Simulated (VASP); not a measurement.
# Zr4ScO (Pmmm) in VASP: single point with PBE

Aim: the single point of Zr4ScO with PBE.

All numbers are computed with VASP 6.6.1; they aren't measurements. Logs are shortened: lines on timing, memory, paths and dates and some standing lists are left out, and cuts for length are marked.

## Step 1: The cell of the first run

It takes space group Pmmm (No. 47, orthorhombic). The conventional cell has a = 3.079 Å, b = 5.837 Å, c = 7.746 Å, α = 90.00°, β = 90.00°, γ = 90.00°. Zr (site symmetry mm2) has 5 Zr at 2.79 to 3.08 Å and 2 Sc at 2.92 Å and 4 O at 3.58 Å within 3.7 Å. Zr (site symmetry mm2) has 2 O at 2.17 Å and 5 Zr at 2.92 to 3.08 Å within 3.1 Å. Sc (site symmetry mmm) has 4 Zr at 2.92 Å and 2 Sc at 3.08 Å within 3.8 Å. O (site symmetry mmm) has 4 Zr at 2.17 Å within 2.9 Å.

The cell was generated, and may not be a known phase.

## Step 2: Single point, PBE

Input file INCAR:

```
  PREC = Accurate
  ENCUT = 600
  EDIFF = 1E-6
  ISMEAR = 0
  SIGMA = 0.1
  LREAL = F
  LASPH = T
  NELM = 120
  ALGO = Normal
  ISIF = 2
  LWAVE = F
  LCHARG = T
  GGA = PE
  LELF = T
  LVHAR = T
  NBANDS = 42
  GGA_COMPAT = F
```

Input file KPOINTS:

```
regular mesh
0
Gamma
  12 6 6
```

Input file POSCAR:

```
Zr4ScO
1.0
    3.0787015076      0.0000000000      0.0000000000
    0.0000000000      5.8371858824      0.0000000000
    0.0000000000      0.0000000000      7.7463964989
Zr Sc O
4 1 1
Direct
    0.5000000000      0.0000000000      0.6798634172
    0.5000000000      0.5000000000      0.3029635024
    0.5000000000      0.5000000000      0.6970364976
    0.5000000000      0.0000000000      0.3201365828
    0.0000000000      0.0000000000      0.0000000000
    0.0000000000      0.5000000000      0.5000000000
```

Potentials or basis: VASP PAW PBE potentials, release 64 (Zr_sv, Sc_sv, O).

The run is started by

```bash
$ cat potpaw_PBE.64/Zr_sv/POTCAR potpaw_PBE.64/Sc_sv/POTCAR potpaw_PBE.64/O/POTCAR > POTCAR
$ mpirun -np 1 vasp_std > vasp.out
```

OUTCAR:

```text
PREC = Accurate
   ENCUT = 600
   EDIFF = 1E-6
   ISMEAR = 0
   LREAL = F
   LASPH = T
   NELM = 120
   ISIF = 2
   GGA = PE

 ion  position               nearest neighbor table
   1  0.500  0.000  0.680-   4 2.79   5 2.92   5 2.92   3 2.92   3 2.92
   2  0.500  0.500  0.303-   6 2.17   6 2.17   4 2.92   4 2.92   3 3.05
   3  0.500  0.500  0.697-   6 2.17   6 2.17   1 2.92   1 2.92   2 3.05
   4  0.500  0.000  0.320-   1 2.79   5 2.92   5 2.92   2 2.92   2 2.92
   5  0.000  0.000  0.000-   1 2.92   4 2.92   1 2.92   4 2.92
   6  0.000  0.500  0.500-   2 2.17   3 2.17   2 2.17   3 2.17

  LATTYP: Found a simple orthorhombic cell.
 ALAT       =     3.0787015076
 B/A-ratio  =     1.8959895488
 C/A-ratio  =     2.5161245674

  Lattice vectors:

 A1 = (   3.0787015076,   0.0000000000,   0.0000000000)
 A2 = (   0.0000000000,   5.8371858824,   0.0000000000)
 A3 = (   0.0000000000,   0.0000000000,   7.7463964989)

Analysis of symmetry for initial positions (statically):
=====================================================================
 Subroutine PRICEL returns:
 Original cell was already a primitive cell.

 Routine SETGRP: Setting up the symmetry group for a
 simple orthorhombic supercell.

 Subroutine GETGRP returns: Found  8 space group operations
 (whereof  8 operations were pure point group operations)
 out of a pool of  8 trial point group operations.

The static configuration has the point symmetry D_2h.

Analysis of symmetry for dynamics (positions and initial velocities):
=====================================================================
 Subroutine PRICEL returns:
 Original cell was already a primitive cell.

 Routine SETGRP: Setting up the symmetry group for a
 simple orthorhombic supercell.

 Subroutine GETGRP returns: Found  8 space group operations
 (whereof  8 operations were pure point group operations)
 out of a pool of  8 trial point group operations.

The dynamic configuration has the point symmetry D_2h.

 Subroutine INISYM returns: Found  8 space group operations
 (whereof  8 operations are pure point group operations),
 and found     1 'primitive' translations

----------------------------------------------------------------------------------------

                                     Primitive cell

  volume of cell :     139.2101

  direct lattice vectors                    reciprocal lattice vectors
     3.078701508  0.000000000  0.000000000     0.324812262  0.000000000  0.000000000
     0.000000000  5.837185882  0.000000000     0.000000000  0.171315428  0.000000000
     0.000000000  0.000000000  7.746396499     0.000000000  0.000000000  0.129092282

  length of vectors
     3.078701508  5.837185882  7.746396499     0.324812262  0.171315428  0.129092282

  position of ions in fractional coordinates (direct lattice)
     0.500000000  0.000000000  0.679863417
     0.500000000  0.500000000  0.302963502
     0.500000000  0.500000000  0.697036498
     0.500000000  0.000000000  0.320136583
     0.000000000  0.000000000  0.000000000
     0.000000000  0.500000000  0.500000000

  ion indices of the primitive-cell ions
   primitive index   ion index
                 1           1
                 2           2
                 3           3
                 4           4
                 5           5
                 6           6

----------------------------------------------------------------------------------------

 KPOINTS: regular mesh

Automatic generation of k-mesh.
 Grid dimensions read from file:
 generate k-points for:   12    6    6

 Generating k-lattice:

  Cartesian coordinates                     Fractional coordinates (reciprocal lattice)
     0.027067688  0.000000000  0.000000000     0.083333333  0.000000000  0.000000000
     0.000000000  0.028552571  0.000000000     0.000000000  0.166666667  0.000000000
     0.000000000  0.000000000  0.021515380     0.000000000  0.000000000  0.166666667

  Length of vectors
     0.027067688  0.028552571  0.021515380

  Shift w.r.t. Gamma in fractional coordinates (k-lattice)
     0.000000000  0.000000000  0.000000000

 Subroutine IBZKPT returns following result:
 ===========================================

 Found    112 irreducible k-points:

 Following reciprocal coordinates:
            Coordinates               Weight
  0.000000  0.000000  0.000000      1.000000
  0.083333  0.000000  0.000000      2.000000
  0.166667  0.000000  0.000000      2.000000
  0.250000  0.000000  0.000000      2.000000
  0.333333  0.000000  0.000000      2.000000
  0.416667  0.000000  0.000000      2.000000
[... 16 lines left out ...]
  0.083333  0.500000  0.000000      2.000000
  0.166667  0.500000  0.000000      2.000000
 [... further k-points ...]
   k-points           NKPTS =    112   k-points in BZ     NKDIM =    112   number of bands    NBANDS=     42
   number of dos      NEDOS =    301   number of ions     NIONS =      6
   total plane-waves  NPLWV =  86016
   dimension x,y,z NGX =    28 NGY =   48 NGZ =   64
   dimension x,y,z NGXF=    56 NGYF=   96 NGZF=  128
   ions per type =               4   1   1
   NGX,Y,Z   is equivalent  to a cutoff of  15.12, 13.67, 13.74 a.u.
   NGXF,Y,Z  is equivalent  to a cutoff of  30.24, 27.34, 27.47 a.u.
 SYSTEM =  unknown system
   PREC   = accura    normal or accurate (medium, high low for compatibility)
   ISTART =      0    job   : 0-new  1-cont  2-samecut
   ICHARG =      2    charge: 1-file 2-atom 10-const
   ISPIN  =      1    spin polarized calculation?
   LNONCOLLINEAR =      F non collinear calculations
   LSORBIT =      F    spin-orbit coupling
   LASPH  =      T    aspherical Exc in radial PAW
   ENCUT  =  600.0 eV  44.10 Ry    6.64 a.u.   6.15 11.66 15.47*2*pi/ulx,y,z
   NELM   =    120;   NELMIN=  2; NELMDL= -5     # of ELM steps
   EDIFF  = 0.1E-05   stopping-criterion for ELM
   LREAL  =      F    real-space projection
   EDIFFG = 0.1E-04   stopping-criterion for IOM
   NSW    =      0    number of steps for IOM
   IBRION =     -1    ionic relax: 0-MD 1-quasi-New 2-CG
   NFREE  =      0    steps in history (QN), initial steepest desc. (CG)
   ISIF   =      2    stress and relaxation
   ISYM   =      2    0-nonsym 1-usesym 2-fastsym
   POTIM  = 0.5000    time-step for ionic-motion
   TEBEG  =    0.0;   TEEND  =   0.0 temperature during run
   PSTRESS=    0.0 pullay stress
   NELECT =      65.0000    total number of electrons
   NUPDOWN=      -1.0000    fix difference up-down
   EMIN   =  10.00;   EMAX   =-10.00  energy-range for DOS
   EFERMI =   0.00;   METHOD = LEGACY
   ISMEAR =     0;   SIGMA  =   0.10  broadening in eV -4-tet -1-fermi 0-gaus
   EFERMI_NEDOS =   21; number of points for ismear=-14 and -15
   IALGO  =     38    algorithm
   IMIX   =      4    mixing-type and parameters
     AMIX     =   0.40;   BMIX     =  1.00
     AMIX_MAG =   1.60;   BMIX_MAG =  1.00
  volume/ion in A,a.u.               =      23.20       156.57
  Fermi-wavevector in a.u.,A,eV,Ry     =   1.270054  2.400055 21.946718  1.613038
  Thomas-Fermi vector in A             =   2.403062
   LORBIT       =      0    0 simple, 1 ext, 2 COOP (PROOUT), +10 PAW based schemes
   GGA     = PE    functional components
   LHFCALC =     F    Hartree Fock is set to
   AEXX    =    0.0000 exact exchange contribution
   IVDW    =     0    specifies the selected vdW correction
   LEPSILON=     F    determine dielectric tensor
   LRPA    =     F    only Hartree local field effects (RPA)
 non-spin polarized calculation
 Gauss-broadening in eV      SIGMA  =   0.10
  energy-cutoff  :      600.00
  volume of cell :      139.21
 maximum number of plane-waves:      4673
 NGX is ok and might be reduce to    28
   NGX = 13   NGY = 23   NGZ = 31

 number of electron      64.9999994 magnetization

 Free energy of the ion-electron system (eV)
  ---------------------------------------------------
  ext. energy  EPLUGINS =         0.00000000
  ---------------------------------------------------
  free energy    TOTEN  =       -45.80833021 eV

  energy without entropy =      -45.77285701  energy(sigma->0) =      -45.79059361

 E-fermi :   6.5799     XC(G=0): -10.2045

 val. band max:        6.5796696860   @ k =   0.0833   0.3333   0.1667
 cond. band min:       6.5829268204   @ k =   0.2500   0.3333   0.0000
 fundamental gap:      0.0032571344
 Fermi energy:         6.5798607197

 k-point     1 :       0.0000    0.0000    0.0000
  band No.  band energies     occupation
      1     -42.7865      2.00000
      2     -42.7356      2.00000
      3     -42.6920      2.00000
      4     -41.7823      2.00000
      5     -41.6766      2.00000
      6     -21.4375      2.00000
[... 34 lines left out ...]
     41       8.6853      0.00000
     42       9.1300      0.00000

 k-point     2 :       0.0833    0.0000    0.0000
  band No.  band energies     occupation
      1     -42.7811      2.00000
      2     -42.7305      2.00000
      3     -42.6890      2.00000
      4     -41.7776      2.00000
      5     -41.6716      2.00000
      6     -21.4327      2.00000
[... 34 lines left out ...]
     41       8.6482      0.00000
     42       9.2959      0.00000

 k-point     3 :       0.1667    0.0000    0.0000
  band No.  band energies     occupation
      1     -42.7660      2.00000
      2     -42.7163      2.00000
      3     -42.6806      2.00000
      4     -41.7648      2.00000
      5     -41.6582      2.00000
      6     -21.4200      2.00000
[... 34 lines left out ...]
     41       8.8205      0.00000
     42       9.3906      0.00000

 k-point     4 :       0.2500    0.0000    0.0000
  band No.  band energies     occupation
      1     -42.7454      2.00000
      2     -42.6969      2.00000
      3     -42.6691      2.00000
      4     -41.7473      2.00000
      5     -41.6396      2.00000
      6     -21.4047      2.00000
[... 844 lines left out ...]
     41       8.7919      0.00000
     42       9.2210      0.00000

 k-point    23 :       0.0833    0.5000    0.0000
  band No.  band energies     occupation
      1     -42.7767      2.00000
      2     -42.7269      2.00000
      3     -42.6895      2.00000
      4     -41.7827      2.00000
      5     -41.6764      2.00000
      6     -21.4326      2.00000
[... 34 lines left out ...]
     41       8.4252      0.00000
     42       9.1356      0.00000

 k-point    24 :       0.1667    0.5000    0.0000
  band No.  band energies     occupation
      1     -42.7617      2.00000
      2     -42.7128      2.00000
      3     -42.6810      2.00000
      4     -41.7699      2.00000
      5     -41.6628      2.00000
      6     -21.4199      2.00000
[... 34 lines left out ...]
     41       8.3723      0.00000
     42       8.8695      0.00000

 [... further k-points ...]

------------------------ aborting loop because EDIFF is reached ----------------------------------------

  FORCE on cell =-STRESS in cart. coord.  units (eV):
  Direction    XX          YY          ZZ          XY          YZ          ZX
  --------------------------------------------------------------------------------------
  -------------------------------------------------------------------------------------
  Total        0.0525352      0.0039996      0.0407096      0.0000000      0.0000000      0.0000000
  in kB        0.6046304      0.0460314      0.4685294      0.0000000      0.0000000      0.0000000
  external PRESSURE =       0.3730638 kB  Pullay stress =       0.0000000 kB

 VOLUME and BASIS-vectors are now :
 -----------------------------------------------------------------------------
  energy-cutoff  :      600.00
  volume of cell :      139.21
      direct lattice vectors                 reciprocal lattice vectors
     3.078701508  0.000000000  0.000000000     0.324812262  0.000000000  0.000000000
     0.000000000  5.837185882  0.000000000     0.000000000  0.171315428  0.000000000
     0.000000000  0.000000000  7.746396499     0.000000000  0.000000000  0.129092282

 POSITION                                       TOTAL-FORCE (eV/Angst)
 -----------------------------------------------------------------------------------
      1.53935      0.00000      5.26649         0.000000      0.000000      0.002627
      1.53935      2.91859      2.34688         0.000000      0.000000     -0.026642
      1.53935      2.91859      5.39952         0.000000      0.000000      0.026642
      1.53935      0.00000      2.47990         0.000000      0.000000     -0.002627
      0.00000      0.00000      0.00000         0.000000      0.000000      0.000000
      0.00000      2.91859      3.87320         0.000000      0.000000      0.000000
 -----------------------------------------------------------------------------------
    total drift:                                0.000000     -0.000000      0.000000

  FREE ENERGIE OF THE ION-ELECTRON SYSTEM (eV)
  ---------------------------------------------------
  free  energy   TOTEN  =       -45.8083302052 eV

  energy  without entropy=      -45.7728570084  energy(sigma->0) =      -45.79059361
```

It took 16 min on 1 thread of Intel Xeon Platinum 8488C (Sapphire Rapids), shared host; peak memory 0.76 GiB.

Results:

| Item | Value |
| --- | --- |
| Free energy | -45.8083 eV |
| Pressure | 0.0 GPa |
| Largest force | 0.027 eV/Å |
| Band gap on the k mesh | zero (an odd number of electrons rules out a gap without spin polarisation) |

Forces in eV/Å, atoms in the order of the input:
```
Zr   0.000  0.000  0.003
Zr   0.000  0.000 -0.027
Zr   0.000  0.000  0.027
Zr   0.000  0.000 -0.003
Sc   0.000  0.000  0.000
O    0.000  0.000  0.000
```

Caveat: an odd number of electrons without spin polarisation forces a metal; a magnetic or distorted state may lie lower.
